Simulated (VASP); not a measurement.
# Cd (Pm-3m) in VASP: notebook

Cd is run at these levels: PBEsol; tasks: single point, relaxation of cell and atoms.

All numbers are computed with VASP 6.6.1; they aren't measurements. Logs are shortened: lines on timing, memory, paths and dates and some standing lists are left out, and cuts for length are marked.

## Step 1: The cell of the first run

Symmetry: Pm-3m, No. 221, cubic system. The conventional cell has a = 2.907 Å, b = 2.907 Å, c = 2.907 Å, α = 90.00°, β = 90.00°, γ = 90.00°. Cd (site symmetry m-3m) has 6 Cd at 2.91 Å within 3.8 Å.

## Step 2: Single point, PBEsol

INCAR reads:

```
PREC = Accurate
ENCUT = 520
EDIFF = 1E-6
ISMEAR = -1
SIGMA = 0.05
LREAL = False
LASPH = True
NELM = 60
ALGO = Normal
ISIF = 2
LWAVE = False
LCHARG = False
GGA = PS
NBANDS = 12
```

KPOINTS reads:

```
regular mesh
0
Gamma
  15 15 15
```

POSCAR reads:

```
Cd
1.0
    2.9073512039      0.0000000000      0.0000000000
    0.0000000000      2.9073512039      0.0000000000
    0.0000000000      0.0000000000      2.9073512039
Cd
1
Direct
    0.0000000000      0.0000000000      0.0000000000
```

Potentials or basis: VASP PAW PBE potentials, release 64 (Cd).

The run is started by

```sh
$ cat potpaw_PBE.64/Cd/POTCAR > POTCAR
$ mpirun -np 1 vasp_std > vasp.out
```

OUTCAR:

```text
PREC = Accurate
   ENCUT = 520
   EDIFF = 1E-6
   ISMEAR = -1
   LREAL = False
   LASPH = True
   NELM = 60
   ISIF = 2
   GGA = PS

 ion  position               nearest neighbor table
   1  0.000  0.000  0.000-

  LATTYP: Found a simple cubic cell.
 ALAT       =     2.9073512039

  Lattice vectors:

 A1 = (   2.9073512039,   0.0000000000,   0.0000000000)
 A2 = (   0.0000000000,   2.9073512039,   0.0000000000)
 A3 = (   0.0000000000,   0.0000000000,   2.9073512039)

Analysis of symmetry for initial positions (statically):
=====================================================================
 Subroutine PRICEL returns:
 Original cell was already a primitive cell.

 Routine SETGRP: Setting up the symmetry group for a
 simple cubic supercell.

 Subroutine GETGRP returns: Found 48 space group operations
 (whereof 48 operations were pure point group operations)
 out of a pool of 48 trial point group operations.

The static configuration has the point symmetry O_h .

Analysis of symmetry for dynamics (positions and initial velocities):
=====================================================================
 Subroutine PRICEL returns:
 Original cell was already a primitive cell.

 Routine SETGRP: Setting up the symmetry group for a
 simple cubic supercell.

 Subroutine GETGRP returns: Found 48 space group operations
 (whereof 48 operations were pure point group operations)
 out of a pool of 48 trial point group operations.

The dynamic configuration has the point symmetry O_h .

 Subroutine INISYM returns: Found 48 space group operations
 (whereof 48 operations are pure point group operations),
 and found     1 'primitive' translations

----------------------------------------------------------------------------------------

                                     Primitive cell

  volume of cell :      24.5749

  direct lattice vectors                    reciprocal lattice vectors
     2.907351204  0.000000000  0.000000000     0.343955694  0.000000000  0.000000000
     0.000000000  2.907351204  0.000000000     0.000000000  0.343955694  0.000000000
     0.000000000  0.000000000  2.907351204     0.000000000  0.000000000  0.343955694

  length of vectors
     2.907351204  2.907351204  2.907351204     0.343955694  0.343955694  0.343955694

  position of ions in fractional coordinates (direct lattice)
     0.000000000  0.000000000  0.000000000

  ion indices of the primitive-cell ions
   primitive index   ion index
                 1           1

----------------------------------------------------------------------------------------

 KPOINTS: regular mesh

Automatic generation of k-mesh.
 Grid dimensions read from file:
 generate k-points for:   15   15   15

 Generating k-lattice:

  Cartesian coordinates                     Fractional coordinates (reciprocal lattice)
     0.022930380  0.000000000  0.000000000     0.066666667  0.000000000  0.000000000
     0.000000000  0.022930380  0.000000000     0.000000000  0.066666667  0.000000000
     0.000000000  0.000000000  0.022930380     0.000000000  0.000000000  0.066666667

  Length of vectors
     0.022930380  0.022930380  0.022930380

  Shift w.r.t. Gamma in fractional coordinates (k-lattice)
     0.000000000  0.000000000  0.000000000

 Subroutine IBZKPT returns following result:
 ===========================================

 Found    120 irreducible k-points:

 Following reciprocal coordinates:
            Coordinates               Weight
  0.000000  0.000000  0.000000      1.000000
  0.066667  0.000000  0.000000      6.000000
  0.133333  0.000000  0.000000      6.000000
  0.200000  0.000000  0.000000      6.000000
  0.266667  0.000000  0.000000      6.000000
  0.333333  0.000000  0.000000      6.000000
[... 16 lines left out ...]
  0.266667  0.200000  0.000000     24.000000
  0.333333  0.200000  0.000000     24.000000
 [... further k-points ...]
   k-points           NKPTS =    120   k-points in BZ     NKDIM =    120   number of bands    NBANDS=     12
   number of dos      NEDOS =    301   number of ions     NIONS =      1
   total plane-waves  NPLWV =  13824
   dimension x,y,z NGX =    24 NGY =   24 NGZ =   24
   dimension x,y,z NGXF=    48 NGYF=   48 NGZF=   48
   ions per type =               1
   NGX,Y,Z   is equivalent  to a cutoff of  13.72, 13.72, 13.72 a.u.
   NGXF,Y,Z  is equivalent  to a cutoff of  27.45, 27.45, 27.45 a.u.
 SYSTEM =  unknown system
   PREC   = accura    normal or accurate (medium, high low for compatibility)
   ISTART =      0    job   : 0-new  1-cont  2-samecut
   ICHARG =      2    charge: 1-file 2-atom 10-const
   ISPIN  =      1    spin polarized calculation?
   LNONCOLLINEAR =      F non collinear calculations
   LSORBIT =      F    spin-orbit coupling
   LASPH  =      T    aspherical Exc in radial PAW
   ENCUT  =  520.0 eV  38.22 Ry    6.18 a.u.   5.41  5.41  5.41*2*pi/ulx,y,z
   NELM   =     60;   NELMIN=  2; NELMDL= -5     # of ELM steps
   EDIFF  = 0.1E-05   stopping-criterion for ELM
   LREAL  =      F    real-space projection
   EDIFFG = 0.1E-04   stopping-criterion for IOM
   NSW    =      0    number of steps for IOM
   IBRION =     -1    ionic relax: 0-MD 1-quasi-New 2-CG
   NFREE  =      0    steps in history (QN), initial steepest desc. (CG)
   ISIF   =      2    stress and relaxation
   ISYM   =      2    0-nonsym 1-usesym 2-fastsym
   POTIM  = 0.5000    time-step for ionic-motion
   TEBEG  =    0.0;   TEEND  =   0.0 temperature during run
   PSTRESS=    0.0 pullay stress
   NELECT =      12.0000    total number of electrons
   NUPDOWN=      -1.0000    fix difference up-down
   EMIN   =  10.00;   EMAX   =-10.00  energy-range for DOS
   EFERMI =   0.00;   METHOD = LEGACY
   ISMEAR =    -1;   SIGMA  =   0.05  broadening in eV -4-tet -1-fermi 0-gaus
   EFERMI_NEDOS =   21; number of points for ismear=-14 and -15
   IALGO  =     38    algorithm
   IMIX   =      4    mixing-type and parameters
     AMIX     =   0.40;   BMIX     =  1.00
     AMIX_MAG =   1.60;   BMIX_MAG =  1.00
  volume/ion in A,a.u.               =      24.57       165.84
  Fermi-wavevector in a.u.,A,eV,Ry     =   1.289153  2.436146 22.611728  1.661915
  Thomas-Fermi vector in A             =   2.421063
   LORBIT       =      0    0 simple, 1 ext, 2 COOP (PROOUT), +10 PAW based schemes
   GGA     = PS    functional components
   LHFCALC =     F    Hartree Fock is set to
   AEXX    =    0.0000 exact exchange contribution
   IVDW    =     0    specifies the selected vdW correction
   LEPSILON=     F    determine dielectric tensor
   LRPA    =     F    only Hartree local field effects (RPA)
 non-spin polarized calculation
  energy-cutoff  :      520.00
  volume of cell :       24.57
 maximum number of plane-waves:       691
 NGX is ok and might be reduce to    24
   NGX = 11   NGY = 11   NGZ = 11

 number of electron      11.9999993 magnetization

 Free energy of the ion-electron system (eV)
  ---------------------------------------------------
  ext. energy  EPLUGINS =         0.00000000
  ---------------------------------------------------
  free energy    TOTEN  =        -1.01517427 eV

  energy without entropy =       -1.01135153  energy(sigma->0) =       -1.01326290

 E-fermi :   1.7251     XC(G=0): -10.4660

 val. band max:        1.6959606285   @ k =   0.4667   0.3333   0.2667
 cond. band min:       1.7437545351   @ k =   0.4000   0.0667   0.0667
 fundamental gap:      0.0477939066
 Fermi energy:         1.7250864433

 k-point     1 :       0.0000    0.0000    0.0000
  band No.  band energies     occupation
      1      -7.9196      2.00000
      2      -7.9196      2.00000
      3      -6.3327      2.00000
      4      -6.3327      2.00000
      5      -6.3327      2.00000
      6      -6.2142      2.00000
      7      12.0364      0.00000
      8      12.0364      0.00000
      9      12.0364      0.00000
     10      15.7275      0.00000
     11      15.7275      0.00000
     12      16.6109      0.00000

 k-point     2 :       0.0667    0.0000    0.0000
  band No.  band energies     occupation
      1      -7.9137      2.00000
      2      -7.8799      2.00000
      3      -6.3542      2.00000
      4      -6.3542      2.00000
      5      -6.3309      2.00000
      6      -6.1268      2.00000
      7      10.9502      0.00000
      8      12.1484      0.00000
      9      12.1484      0.00000
     10      15.7527      0.00000
     11      16.1801      0.00000
     12      17.3941      0.00000

 k-point     3 :       0.1333    0.0000    0.0000
  band No.  band energies     occupation
      1      -7.8972      2.00000
      2      -7.7738      2.00000
      3      -6.4145      2.00000
      4      -6.4145      2.00000
      5      -6.3258      2.00000
      6      -5.8562      2.00000
      7       9.0292      0.00000
      8      12.4785      0.00000
      9      12.4785      0.00000
     10      15.8278      0.00000
     11      16.3732      0.00000
     12      19.5651      0.00000
[... 286 lines left out ...]
 k-point    23 :       0.2667    0.2000    0.0000
  band No.  band energies     occupation
      1      -7.6778      2.00000
      2      -7.1889      2.00000
      3      -6.8961      2.00000
      4      -6.5801      2.00000
      5      -6.4704      2.00000
      6      -3.9031      2.00000
      7       5.8159      0.00000
      8       8.5599      0.00000
      9      14.6970      0.00000
     10      16.8353      0.00000
     11      16.9943      0.00000
     12      22.9674      0.00000

 k-point    24 :       0.3333    0.2000    0.0000
  band No.  band energies     occupation
      1      -7.6415      2.00000
      2      -7.0376      2.00000
      3      -7.0008      2.00000
      4      -6.6692      2.00000
      5      -6.4604      2.00000
      6      -3.0433      2.00000
      7       4.0147      0.00000
      8       9.2887      0.00000
      9      15.4188      0.00000
     10      15.5412      0.00000
     11      17.1548      0.00000
     12      22.1576      0.00000

 [... further k-points ...]
[... 5 lines left out ...]
  --------------------------------------------------------------------------------------
  -------------------------------------------------------------------------------------
  Total        0.0442062      0.0442062      0.0442062      0.0000000      0.0000000      0.0000000
  in kB        2.8820515      2.8820515      2.8820515      0.0000000      0.0000000      0.0000000
  external PRESSURE =       2.8820515 kB  Pullay stress =       0.0000000 kB

 VOLUME and BASIS-vectors are now :
 -----------------------------------------------------------------------------
  energy-cutoff  :      520.00
  volume of cell :       24.57
      direct lattice vectors                 reciprocal lattice vectors
     2.907351204  0.000000000  0.000000000     0.343955694  0.000000000  0.000000000
     0.000000000  2.907351204  0.000000000     0.000000000  0.343955694  0.000000000
     0.000000000  0.000000000  2.907351204     0.000000000  0.000000000  0.343955694

 POSITION                                       TOTAL-FORCE (eV/Angst)
 -----------------------------------------------------------------------------------
      0.00000      0.00000      0.00000         0.000000      0.000000      0.000000
 -----------------------------------------------------------------------------------
    total drift:                                0.000000      0.000000      0.000000

  FREE ENERGIE OF THE ION-ELECTRON SYSTEM (eV)
  ---------------------------------------------------
  free  energy   TOTEN  =        -1.0151742722 eV

  energy  without entropy=       -1.0113515298  energy(sigma->0) =       -1.01326290
```

Run time: 7.9 s. Hardware: 1 thread of Intel Xeon 6975P-C (Granite Rapids), shared host; peak memory 0.16 GiB.

Results:

```yaml
Free_energy: -1.0152 eV
Pressure: 0.3 GPa
Band_gap_on_the_k_mesh: zero (band 6 reaches 5.87 eV, above the bottom of band 7 at 0.00 eV)
```

Caveat: the PAW data sets were made with another functional, which shifts forces and pressure a little.

## Step 3: Relaxation of cell and atoms, PBEsol

This run uses another cell than the first one, of 23.64 Å³/atom, 0.962 times its volume.

INCAR reads:

```
  ALGO = Normal
  EDIFF = 1E-6
  EDIFFG = -0.02
  ENCUT = 600
  GGA = PS
  IBRION = 2
  ISIF = 3
  ISMEAR = -1
  LASPH = True
  LCHARG = False
  LREAL = False
  LWAVE = False
  NELM = 80
  NSW = 80
  PREC = Accurate
  SIGMA = 0.05
```

KPOINTS reads:

```
k-points
0
Gamma
  15 15 15
```

POSCAR reads:

```
Cd
1.0
    2.8700000000      0.0000000000      0.0000000000
    0.0000000000      2.8700000000      0.0000000000
    0.0000000000      0.0000000000      2.8700000000
Cd
1
Direct
    0.0000000000      0.0000000000      0.0000000000
```

Potentials or basis: VASP PAW PBE potentials, release 64 (Cd).

The run is started by

```sh
$ cat potpaw_PBE.64/Cd/POTCAR > POTCAR
$ mpirun -np 1 vasp_std > vasp.out
```

Wall time 11 s (1 thread of Intel Xeon 6975P-C (Granite Rapids), shared host); peak memory 0.17 GiB.

The run converged. Its results:

* Free energy: -1.0145 eV
* Relaxed volume: 24.69 Å³/atom
* Relaxed cell: a = 2.912 Å, b = 2.912 Å, c = 2.912 Å, α = 90.00°, β = 90.00°, γ = 90.00°
* Space group after relaxing (to 0.05 Å): Pm-3m (No. 221)
* Energy gained by relaxing: 6.4 meV/atom
* Ionic steps: 2
* Pressure after relaxing: 0.0 GPa
* Band gap on the k mesh: zero (band 6 reaches 5.83 eV, above the bottom of band 7 at -0.02 eV)

The path:
```tsv
step	energy change (eV)	largest force (eV/Å)	pressure (GPa)	volume (Å³)
1	0.0000	0.0000	2.05	23.64
2	-0.0064	0.0000	-0.01	24.69
```

Final structure:
```
Cd
1.0
     2.91182    0.00000    0.00000
     0.00000    2.91182    0.00000
     0.00000    0.00000    2.91182
Cd
1
Direct
  0.00000 0.00000 0.00000
```

Levels at points of the mesh, in eV from the Fermi level:
```tsv
k point	band 3	band 4	band 5	band 6	band 7	band 8	band 9	band 10
(0.00, 0.00, 0.00)	-8.06	-8.06	-8.06	-7.91	10.28	10.28	10.28	13.96
```

Caveat: the PAW data sets were made with another functional, which shifts forces and pressure a little.
